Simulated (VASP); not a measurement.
**CsI: relaxation of cell and atoms with PBE**

The system is CsI.

```
Cs I
1.0
     4.66521    0.00000    0.00000
     0.00000    4.66521    0.00000
     0.00000    0.00000    4.66521
Cs I
1 1
Direct
  0.00000 0.00000 0.00000
  0.50000 0.50000 0.50000
```

```json
{"Program": "VASP 6.6.1", "Task": "relaxation of cell and atoms", "Functional": "PBE", "Potentials or basis": "VASP PAW PBE potentials, release 64 (Cs_sv, I)", "Cutoff": "500 eV", "k mesh": "6 × 6 × 6", "Occupations": "gaussian, width 0.02 eV", "Spin": "no spin polarisation", "Dipole correction": "no", "Further INCAR settings": "ALGO = Normal; EDIFF = 1e-07; IBRION = 2; EDIFFG = -0.005; NSW = 100; ISIF = 3"}
```

- Relaxed volume: 50.93 Å³/atom
- Relaxed cell: a = 4.670 Å, b = 4.670 Å, c = 4.670 Å, α = 90.00°, β = 90.00°, γ = 90.00°
- Space group after relaxing (to 0.1 Å): Pm-3m (No. 221)
- Energy gained by relaxing: 0.0 meV/atom
- Ionic steps: 3
- Pressure after relaxing: 0.0 GPa
- Band gap on the k mesh: 3.67 eV (least direct gap 3.76 eV)

Final structure:
```cif
data_structure
_symmetry_space_group_name_H-M 'P 1'
_symmetry_Int_Tables_number 1
_cell_length_a 4.6703
_cell_length_b 4.6703
_cell_length_c 4.6703
_cell_angle_alpha 90.000
_cell_angle_beta 90.000
_cell_angle_gamma 90.000
_cell_volume 101.87
loop_
_atom_site_label
_atom_site_type_symbol
_atom_site_fract_x
_atom_site_fract_y
_atom_site_fract_z
_atom_site_occupancy
Cs1 Cs 0.00000 0.00000 0.00000 1
I1 I 0.50000 0.50000 0.50000 1
```

Levels at points of the mesh, in eV from the valence-band top:
| k point | band 4 | band 5 | band 6 | band 7 | band 8 | band 9 | band 10 | band 11 | band 12 |
| --- | --- | --- | --- | --- | --- | --- | --- | --- | --- |
| (0.00, 0.00, 0.00) | -7.19 | -7.19 | -0.10 | -0.10 | -0.10 | 3.67 | 4.27 | 4.27 | 7.61 |
| (0.50, 0.00, 0.00) | -7.14 | -7.14 | -1.40 | -0.21 | -0.21 | 5.21 | 6.21 | 6.43 | 6.85 |
| (0.50, 0.50, 0.00) | -7.48 | -7.11 | -0.81 | -0.81 | 0.00 | 4.25 | 4.89 | 6.08 | 6.08 |
| (0.50, 0.50, 0.50) | -7.40 | -7.40 | -1.15 | -1.15 | -1.15 | 6.97 | 6.97 | 6.97 | 7.55 |

It took 53 s on 1 thread of Intel Xeon 8259CL (shared host), peak memory 0.22 GiB.

Caveat: spin-orbit coupling is left out, which moves the levels of the heavy elements. A k mesh can miss the band edges.
